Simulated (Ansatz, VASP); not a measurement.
Two plane-wave programs on CdS

```
CELL_PARAMETERS angstrom
0.00000 2.93921 2.93921
2.93921 0.00000 2.93921
2.93921 2.93921 0.00000
ATOMIC_POSITIONS crystal
Cd 0.00000 0.00000 0.00000
S 0.25000 0.25000 0.25000
```

Alike in both runs: task single point; functional r2SCAN; k mesh 6 × 6 × 6; no spin polarisation.

```csv
,VASP,Ansatz
version,VASP 6.6.1,Ansatz 0.2.0
potentials or method,"VASP PAW PBE potentials, release 64 (Cd, S)","plane waves, PAW"
plane-wave cutoff (eV),520,500
occupations,"gaussian, width 0.01 eV",fixed
valence electrons in the cell,18,26
```

|  | VASP | Ansatz | Ansatz less VASP |
| --- | --- | --- | --- |
| gap on the k mesh at the Fermi level (eV) | 1.54 | 1.54 | +0.004 |
| pressure (GPa) | 0.3 | 0.0 | -0.31 |

VASP's potentials were made for PBE, not for r2SCAN. VASP's potentials hold 18 valence electrons a cell and Ansatz's 26, so a difference there can come from the potentials and not from the codes.
